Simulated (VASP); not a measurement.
# CoRu3 (P-6m2) in VASP: a series of runs

The runs below take CoRu3 through single point, relaxation of cell and atoms, with PBE.

All numbers are computed with VASP 6.6.1; they aren't measurements. Logs are shortened: lines on timing, memory, paths and dates and some standing lists are left out, and cuts for length are marked.

### 1 The cell of the first run

The structure is hexagonal, space group P-6m2 (No. 187). The conventional cell has a = 2.566 Å, b = 2.566 Å, c = 8.867 Å, α = 90.00°, β = 90.00°, γ = 120.00°. Co (site symmetry -6m2) has 6 Co at 2.57 Å and 6 Ru at 2.67 Å within 3.4 Å. Ru (site symmetry -6m2) has 12 Ru at 2.57 to 2.67 Å within 3.4 Å. Ru (site symmetry 3m) has 9 Ru at 2.57 to 2.67 Å and 3 Co at 2.67 Å within 3.4 Å.

### 2 Single point, PBE, collinear spin, ferromagnetic start

Input file INCAR:

```
PREC = Accurate
ENCUT = 520
EDIFF = 1E-6
ISMEAR = 0
SIGMA = 0.1
LREAL = F
LASPH = T
NELM = 150
ALGO = Normal
ISIF = 2
LWAVE = F
LCHARG = T
ISPIN = 2
MAGMOM = 3 0 0 0
LORBIT = 11
LMAXMIX = 4
GGA = PE
LELF = T
LVHAR = T
NBANDS = 38
```

Input file KPOINTS:

```
Automatic mesh
0
Gamma
  6 6 2
```

Input file POSCAR:

```
CoRu3
1.0
    2.5663266900      0.0000000000      0.0000000000
   -1.2831633400      2.2225041100      0.0000000000
    0.0000000000      0.0000000000      8.8669809400
Co Ru
1 3
Direct
    0.3333333300      0.6666666700      0.5000000000
    0.3333333300      0.6666666700      0.0000000000
    0.6666666700      0.3333333300      0.2500000000
    0.6666666700      0.3333333300      0.7500000000
```

Potentials or basis: VASP PAW PBE potentials, release 64 (Co, Ru_pv).

On the command line:

```
$ cat potpaw_PBE.64/Co/POTCAR potpaw_PBE.64/Ru_pv/POTCAR > POTCAR
$ mpirun -np 1 vasp_std > vasp.out
```

OUTCAR:

```text
PREC = Accurate
   ENCUT = 520
   EDIFF = 1E-6
   ISMEAR = 0
   LREAL = F
   LASPH = T
   NELM = 150
   ISIF = 2
   ISPIN = 2
   LORBIT = 11
   GGA = PE

 ion  position               nearest neighbor table
   1  0.333  0.667  0.500-   3 2.67   4 2.67   3 2.67   4 2.67   3 2.67   4 2.67
   2  0.333  0.667  0.000-   3 2.67   4 2.67   3 2.67   4 2.67   3 2.67   4 2.67
   3  0.667  0.333  0.250-   1 2.67   2 2.67   1 2.67   2 2.67   1 2.67   2 2.67
   4  0.667  0.333  0.750-   1 2.67   2 2.67   1 2.67   2 2.67   1 2.67   2 2.67

  LATTYP: Found a hexagonal cell.
 ALAT       =     2.5663266900
 C/A-ratio  =     3.4551255592

  Lattice vectors:

 A1 = (   2.5663266900,   0.0000000000,   0.0000000000)
 A2 = (  -1.2831633400,   2.2225041100,   0.0000000000)
 A3 = (   0.0000000000,   0.0000000000,   8.8669809400)

Analysis of symmetry for initial positions (statically):
=====================================================================
 Subroutine PRICEL returns:
 Original cell was already a primitive cell.

 Routine SETGRP: Setting up the symmetry group for a
 hexagonal supercell.

 Subroutine GETGRP returns: Found 12 space group operations
 (whereof 12 operations were pure point group operations)
 out of a pool of 24 trial point group operations.

The static configuration has the point symmetry D_3h.

Analysis of symmetry for dynamics (positions and initial velocities):
=====================================================================
 Subroutine PRICEL returns:
 Original cell was already a primitive cell.

 Routine SETGRP: Setting up the symmetry group for a
 hexagonal supercell.

 Subroutine GETGRP returns: Found 12 space group operations
 (whereof 12 operations were pure point group operations)
 out of a pool of 24 trial point group operations.

The dynamic configuration has the point symmetry D_3h.

Analysis of structural, dynamic, and magnetic symmetry:
=====================================================================
 Subroutine PRICEL returns:
 Original cell was already a primitive cell.

 Routine SETGRP: Setting up the symmetry group for a
 hexagonal supercell.

 Subroutine GETGRP returns: Found 12 space group operations
 (whereof 12 operations were pure point group operations)
 out of a pool of 24 trial point group operations.

The overall configuration has the point symmetry D_3h.

 Subroutine INISYM returns: Found 12 space group operations
 (whereof 12 operations are pure point group operations),
 and found     1 'primitive' translations

----------------------------------------------------------------------------------------

                                     Primitive cell

  volume of cell :      50.5743

  direct lattice vectors                    reciprocal lattice vectors
     2.566326690  0.000000000  0.000000000     0.389662004  0.224971462  0.000000000
    -1.283163340  2.222504110  0.000000000     0.000000000  0.449942925  0.000000000
     0.000000000  0.000000000  8.866980940     0.000000000  0.000000000  0.112777958

  length of vectors
     2.566326690  2.566326689  8.866980940     0.449942925  0.449942925  0.112777958

  position of ions in fractional coordinates (direct lattice)
     0.333333330  0.666666670  0.500000000
     0.333333330  0.666666670  0.000000000
     0.666666670  0.333333330  0.250000000
     0.666666670  0.333333330  0.750000000

  ion indices of the primitive-cell ions
   primitive index   ion index
                 1           1
                 2           2
                 3           3
                 4           4

----------------------------------------------------------------------------------------

 KPOINTS: Automatic mesh

Automatic generation of k-mesh.
 Grid dimensions read from file:
 generate k-points for:    6    6    2

 Generating k-lattice:

  Cartesian coordinates                     Fractional coordinates (reciprocal lattice)
     0.064943667  0.037495244  0.000000000     0.166666667  0.000000000  0.000000000
     0.000000000  0.074990487  0.000000000     0.000000000  0.166666667  0.000000000
     0.000000000  0.000000000  0.056388979     0.000000000  0.000000000  0.500000000

  Length of vectors
     0.074990487  0.074990487  0.056388979

  Shift w.r.t. Gamma in fractional coordinates (k-lattice)
     0.000000000  0.000000000  0.000000000

 Subroutine IBZKPT returns following result:
 ===========================================

 Found     14 irreducible k-points:

 Following reciprocal coordinates:
            Coordinates               Weight
  0.000000  0.000000  0.000000      1.000000
  0.166667 -0.000000  0.000000      6.000000
  0.333333 -0.000000  0.000000      6.000000
  0.500000 -0.000000  0.000000      3.000000
  0.166667  0.166667  0.000000      6.000000
  0.333333  0.166667  0.000000     12.000000
  0.333333  0.333333  0.000000      2.000000
  0.000000  0.000000  0.500000      1.000000
  0.166667 -0.000000  0.500000      6.000000
  0.333333 -0.000000  0.500000      6.000000
  0.500000 -0.000000  0.500000      3.000000
  0.166667  0.166667  0.500000      6.000000
  0.333333  0.166667  0.500000     12.000000
  0.333333  0.333333  0.500000      2.000000
   k-points           NKPTS =     14   k-points in BZ     NKDIM =     14   number of bands    NBANDS=     38
   number of dos      NEDOS =    301   number of ions     NIONS =      4
   total plane-waves  NPLWV =  28000
   dimension x,y,z NGX =    20 NGY =   20 NGZ =   70
   dimension x,y,z NGXF=    40 NGYF=   40 NGZF=  140
   ions per type =               1   3
   NGX,Y,Z   is equivalent  to a cutoff of  12.96, 12.96, 13.12 a.u.
   NGXF,Y,Z  is equivalent  to a cutoff of  25.91, 25.91, 26.25 a.u.
 SYSTEM =  unknown system
   PREC   = accura    normal or accurate (medium, high low for compatibility)
   ISTART =      0    job   : 0-new  1-cont  2-samecut
   ICHARG =      2    charge: 1-file 2-atom 10-const
   ISPIN  =      2    spin polarized calculation?
   LNONCOLLINEAR =      F non collinear calculations
   LSORBIT =      F    spin-orbit coupling
   LASPH  =      T    aspherical Exc in radial PAW
   ENCUT  =  520.0 eV  38.22 Ry    6.18 a.u.   4.77  4.77 16.49*2*pi/ulx,y,z
   NELM   =    150;   NELMIN=  2; NELMDL= -5     # of ELM steps
   EDIFF  = 0.1E-05   stopping-criterion for ELM
   LREAL  =      F    real-space projection
   EDIFFG = 0.1E-04   stopping-criterion for IOM
   NSW    =      0    number of steps for IOM
   IBRION =     -1    ionic relax: 0-MD 1-quasi-New 2-CG
   NFREE  =      0    steps in history (QN), initial steepest desc. (CG)
   ISIF   =      2    stress and relaxation
   ISYM   =      2    0-nonsym 1-usesym 2-fastsym
   POTIM  = 0.5000    time-step for ionic-motion
   TEBEG  =    0.0;   TEEND  =   0.0 temperature during run
   PSTRESS=    0.0 pullay stress
   NELECT =      51.0000    total number of electrons
   NUPDOWN=      -1.0000    fix difference up-down
   EMIN   =  10.00;   EMAX   =-10.00  energy-range for DOS
   EFERMI =   0.00;   METHOD = LEGACY
   ISMEAR =     0;   SIGMA  =   0.10  broadening in eV -4-tet -1-fermi 0-gaus
   EFERMI_NEDOS =   21; number of points for ismear=-14 and -15
   IALGO  =     38    algorithm
   IMIX   =      4    mixing-type and parameters
     AMIX     =   0.40;   BMIX     =  1.00
     AMIX_MAG =   1.60;   BMIX_MAG =  1.00
  volume/ion in A,a.u.               =      12.64        85.32
  Fermi-wavevector in a.u.,A,eV,Ry     =   1.641679  3.102323 36.669177  2.695108
  Thomas-Fermi vector in A             =   2.732109
   LORBIT       =     11    0 simple, 1 ext, 2 COOP (PROOUT), +10 PAW based schemes
   GGA     = PE    functional components
   LHFCALC =     F    Hartree Fock is set to
   AEXX    =    0.0000 exact exchange contribution
   IVDW    =     0    specifies the selected vdW correction
   LEPSILON=     F    determine dielectric tensor
   LRPA    =     F    only Hartree local field effects (RPA)
 spin polarized calculation
 Gauss-broadening in eV      SIGMA  =   0.10
  energy-cutoff  :      520.00
  volume of cell :       50.57
 maximum number of plane-waves:      1376
 NGX is ok and might be reduce to    20
   NGX =  9   NGY =  9   NGZ = 33

 number of electron      51.0000012 magnetization       1.8873224

 Free energy of the ion-electron system (eV)
  ---------------------------------------------------
  ext. energy  EPLUGINS =         0.00000000
  ---------------------------------------------------
  free energy    TOTEN  =       -33.77991722 eV

  energy without entropy =      -33.76558258  energy(sigma->0) =      -33.77274990

 E-fermi :  12.8324     XC(G=0): -14.0706

 val. band max:       12.8177503609   @ k =   0.3333   0.3333   0.0000
 cond. band min:      12.8326257962   @ k =   0.1667  -0.0000   0.0000
 fundamental gap:      0.0148754353
 Fermi energy:        12.8323630966

 spin component 1

 k-point     1 :       0.0000    0.0000    0.0000
  band No.  band energies     occupation
      1     -30.9332      1.00000
      2     -30.4612      1.00000
      3     -30.0908      1.00000
      4     -29.9648      1.00000
      5     -29.9648      1.00000
      6     -29.8672      1.00000
[... 549 lines left out ...]
     36      22.9569      0.00000
     37      23.0124      0.00000
 Fermi energy:        12.8323630966

 spin component 2

 k-point     1 :       0.0000    0.0000    0.0000
  band No.  band energies     occupation
      1     -30.8623      1.00000
      2     -30.3606      1.00000
      3     -30.0102      1.00000
      4     -29.9069      1.00000
      5     -29.9069      1.00000
      6     -29.7813      1.00000
[... 549 lines left out ...]
     36      23.0450      0.00000
     37      23.1662      0.00000
 [bands above 37 left out]

------------------------ aborting loop because EDIFF is reached ----------------------------------------

  FORCE on cell =-STRESS in cart. coord.  units (eV):
  Direction    XX          YY          ZZ          XY          YZ          ZX
  --------------------------------------------------------------------------------------
  -------------------------------------------------------------------------------------
  Total       10.4875574     10.4875575     -3.9399712      0.0000000      0.0000000      0.0000000
  in kB      332.2420875    332.2420881   -124.8168845      0.0000007      0.0000000      0.0000000
  external PRESSURE =     179.8890971 kB  Pullay stress =       0.0000000 kB

 VOLUME and BASIS-vectors are now :
 -----------------------------------------------------------------------------
  energy-cutoff  :      520.00
  volume of cell :       50.57
      direct lattice vectors                 reciprocal lattice vectors
     2.566326690  0.000000000  0.000000000     0.389662004  0.224971462  0.000000000
    -1.283163340  2.222504110  0.000000000     0.000000000  0.449942925  0.000000000
     0.000000000  0.000000000  8.866980940     0.000000000  0.000000000  0.112777958

 POSITION                                       TOTAL-FORCE (eV/Angst)
 -----------------------------------------------------------------------------------
     -0.00000      1.48167      4.43349        -0.000000      0.000000      0.000000
     -0.00000      1.48167      0.00000        -0.000000      0.000000      0.000000
      1.28316      0.74083      2.21675         0.000000     -0.000000      0.315714
      1.28316      0.74083      6.65024         0.000000     -0.000000     -0.315714
 -----------------------------------------------------------------------------------
    total drift:                               -0.000011      0.000006      0.000000

  FREE ENERGIE OF THE ION-ELECTRON SYSTEM (eV)
  ---------------------------------------------------
  free  energy   TOTEN  =       -33.7799172179 eV

  energy  without entropy=      -33.7655825850  energy(sigma->0) =      -33.77274990

 total charge

# of ion       s       p       d       tot
------------------------------------------
    1        0.452   0.474   7.218   8.144
    2        0.437   6.360   6.038  12.834
    3        0.429   6.339   6.006  12.774
    4        0.429   6.339   6.006  12.774
--------------------------------------------------
tot          1.748  19.511  25.267  46.525

 magnetization (x)

# of ion       s       p       d       tot
------------------------------------------
    1       -0.002  -0.008   1.640   1.630
    2       -0.003   0.001   0.063   0.061
    3       -0.002  -0.003   0.110   0.105
    4       -0.002  -0.003   0.110   0.105
--------------------------------------------------
tot         -0.009  -0.013   1.924   1.901
```

Run time: 71 s. Hardware: 1 thread of Intel Xeon Platinum 8488C (Sapphire Rapids), shared host; peak memory 0.2 GiB.

What came out:

```
Free energy                                           : -33.7799 eV
Pressure                                              : 18.0 GPa
Largest force                                         : 0.316 eV/Å
Net moment                                            : 1.89 μB per cell
Site moments                                          : Co +1.63; Ru +0.06, +0.10 (each value once) μB
Valence electrons inside the program's atomic spheres : Co 8.14; Ru 12.83, 12.77 (each value once)
```

Forces on the atoms (eV/Å):
```
Co   0.000  0.000  0.000
Ru   0.000  0.000  0.000
Ru   0.000  0.000  0.316
Ru   0.000  0.000 -0.316
```

Stress tensor (GPa, compression positive):
```
 33.22   0.00   0.00
  0.00  33.22   0.00
  0.00   0.00 -12.48
```

Caveat: the k points lie up to 0.47 Å⁻¹ apart; an empty level that is flat over the whole mesh can mark a ghost state of the potentials, or a narrow d or f band.

(Part 1 of 2 ends here.)
